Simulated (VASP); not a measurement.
# AlNi (Pm-3m) in VASP: a series of runs, part 2 of 2

VASP 6.6.1. The steps go on from the part before.

## 4. Single point, LDA, collinear spin, ferromagnetic start

This run uses another cell than the first one, of 11.36 Å³/atom, 1.065 times its volume.

Contents of INCAR:

```
  ALGO = Normal
  EDIFF = 1E-6
  ENCUT = 520
  ISIF = 2
  ISMEAR = -1
  ISPIN = 2
  LASPH = T
  LCHARG = F
  LMAXMIX = 4
  LORBIT = 11
  LREAL = F
  LWAVE = F
  MAGMOM = 1 0
  NBANDS = 18
  NELM = 150
  PREC = Accurate
  SIGMA = 0.05
```

Contents of KPOINTS:

```
k-points
0
Gamma
  9 9 9
```

Contents of POSCAR:

```
AlNi
1.0
    2.8321172370      0.0000000000      0.0000000000
    0.0000000000      2.8321172370      0.0000000000
    0.0000000000      0.0000000000      2.8321172370
Ni Al
1 1
Direct
    0.5000000000      0.5000000000      0.5000000000
    0.0000000000      0.0000000000      0.0000000000
```

Potentials or basis: VASP PAW LDA potentials, release 64 (Ni, Al).

Launch:

```
> cat potpaw_LDA.64/Ni/POTCAR potpaw_LDA.64/Al/POTCAR > POTCAR
> mpirun -np 1 vasp_std > vasp.out
```

OUTCAR:

```text
EDIFF = 1E-6
   ENCUT = 520
   ISIF = 2
   ISMEAR = -1
   ISPIN = 2
   LASPH = T
   LORBIT = 11
   LREAL = F
   NELM = 150
   PREC = Accurate

 ion  position               nearest neighbor table
   1  0.500  0.500  0.500-   2 2.45   2 2.45   2 2.45   2 2.45   2 2.45   2 2.45   2 2.45   2 2.45

   2  0.000  0.000  0.000-   1 2.45   1 2.45   1 2.45   1 2.45   1 2.45   1 2.45   1 2.45   1 2.45

  LATTYP: Found a simple cubic cell.
 ALAT       =     2.8321172370

  Lattice vectors:

 A1 = (   2.8321172370,   0.0000000000,   0.0000000000)
 A2 = (   0.0000000000,   2.8321172370,   0.0000000000)
[... 1224 lines left out ...]

 VOLUME and BASIS-vectors are now :
 -----------------------------------------------------------------------------
  energy-cutoff  :      520.00
  volume of cell :       22.72
      direct lattice vectors                 reciprocal lattice vectors
     2.832117237  0.000000000  0.000000000     0.353092728  0.000000000  0.000000000
     0.000000000  2.832117237  0.000000000     0.000000000  0.353092728  0.000000000
     0.000000000  0.000000000  2.832117237     0.000000000  0.000000000  0.353092728

 POSITION                                       TOTAL-FORCE (eV/Angst)
 -----------------------------------------------------------------------------------
      1.41606      1.41606      1.41606         0.000000      0.000000      0.000000
      0.00000      0.00000      0.00000         0.000000      0.000000      0.000000
 -----------------------------------------------------------------------------------
    total drift:                                0.000000      0.000000     -0.000000

  FREE ENERGIE OF THE ION-ELECTRON SYSTEM (eV)
  ---------------------------------------------------
  free  energy   TOTEN  =       -12.1956552699 eV

  energy  without entropy=      -12.1896204861  energy(sigma->0) =      -12.19263788

 total charge

# of ion       s       p       d       tot
------------------------------------------
    1        0.503   0.564   8.516   9.583
    2        0.394   0.441   0.000   0.835
--------------------------------------------------
tot          0.897   1.005   8.516  10.418

 magnetization (x)

# of ion       s       p       d       tot
------------------------------------------
    1        0.000  -0.000   0.000   0.000
    2        0.000   0.000   0.000   0.000
--------------------------------------------------
tot          0.000   0.000   0.000   0.000
```

It took 8.3 s on 1 thread of Intel Xeon 6975P-C (Granite Rapids), shared host; peak memory 0.14 GiB.

Results:

```yaml
Free_energy: -12.1957 eV
Pressure: 0.2 GPa
Net_moment: 0.00 μB per cell
Valence_electrons_inside_the_program's_atomic_spheres: Ni 9.58; Al 0.83
```

## 5. Single point, PBEsol, collinear spin, ferromagnetic start

This run uses another cell than the first one, of 11.41 Å³/atom, 1.069 times its volume.

Contents of INCAR:

```
PREC     = Accurate       # precision mode
ENCUT    = 520            # plane-wave cutoff, eV
EDIFF    = 1E-6           # SCF threshold, eV
ISMEAR   = -1             # smearing method
SIGMA    = 0.05           # smearing width, eV
LREAL    = False          # projectors in reciprocal space
LASPH    = True           # aspherical terms in the spheres
NELM     = 150            # most SCF steps
ALGO     = Fast           # electronic algorithm
ISIF     = 2              # what is computed and relaxed
LWAVE    = False          # write WAVECAR
LCHARG   = True           # write CHGCAR
ISPIN    = 2              # spin polarisation
MAGMOM   = 1 0            # initial moments
LORBIT   = 11             # projections on sites
LMAXMIX  = 4              # l up to which the mixer works
GGA      = PS             # functional
LELF     = True           # ELF
LVHAR    = True         
NBANDS   = 18             # bands
```

Contents of KPOINTS:

```
regular mesh
0
Gamma
  9 9 9
```

Contents of POSCAR:

```
AlNi
1.0
    2.8360153936      0.0000000000      0.0000000000
    0.0000000000      2.8360153936      0.0000000000
    0.0000000000      0.0000000000      2.8360153936
Ni Al
1 1
Direct
    0.5000000000      0.5000000000      0.5000000000
    0.0000000000      0.0000000000      0.0000000000
```

Potentials or basis: VASP PAW PBE potentials, release 64 (Ni, Al).

Launch:

```
> cat potpaw_PBE.64/Ni/POTCAR potpaw_PBE.64/Al/POTCAR > POTCAR
> mpirun -np 1 vasp_std > vasp.out
```

Wall time 12 s (1 thread of Intel Xeon 6975P-C (Granite Rapids), shared host); peak memory 0.16 GiB.

It converged, with:

| Quantity | Value |
| --- | --- |
| Free energy | -11.5759 eV |
| Pressure | 5.2 GPa |
| Net moment | 0.00 μB per cell |
| Valence electrons inside the program's atomic spheres | Ni 9.56; Al 0.82 |

Levels at points of the mesh, in eV from the Fermi level:
Spin up:
```tsv
k point	band 4	band 5	band 6	band 7	band 8	band 9
(0.00, 0.00, 0.00)	-1.67	-1.67	-1.67	5.68	5.68	5.68
```
Spin down:
```
           k point  band 2  band 3  band 4  band 5  band 6  band 7  band 8  band 9  band 10  band 11
(0.00, 0.00, 0.00)   -3.50   -3.50   -1.67   -1.67   -1.67    5.68    5.68    5.68     8.28     8.28
```

Caveat: the PAW data sets were made with another functional, which shifts forces and pressure a little.

## 6. Summary

```csv
level,potentials or basis,cell,gap on the mesh (eV),pressure (GPa),moment (μB)
PBEsol,"VASP PAW PBE potentials, release 64 (Ni, Al)","a = 2.773 Å, 2 atoms",none,20.1,0.00
PBEsol,"VASP PAW PBE potentials, release 64 (Ni, Al)","a = 2.813 Å, 2 atoms",none,10.1,0.00
LDA,"VASP PAW LDA potentials, release 64 (Ni, Al)","a = 2.832 Å, 2 atoms",none,0.2,0.00
PBEsol,"VASP PAW PBE potentials, release 64 (Ni, Al)","a = 2.836 Å, 2 atoms",none,5.2,0.00
```

Alike in all rows: task single point; spin collinear, ferromagnetic start; k mesh 9 × 9 × 9; cutoff (eV) 520; smearing fermi-dirac 0.05 eV.

Caveats: the PAW data sets were made with another functional, which shifts forces and pressure a little (some runs).

Absolute energies hang on the potentials; compare differences alone.
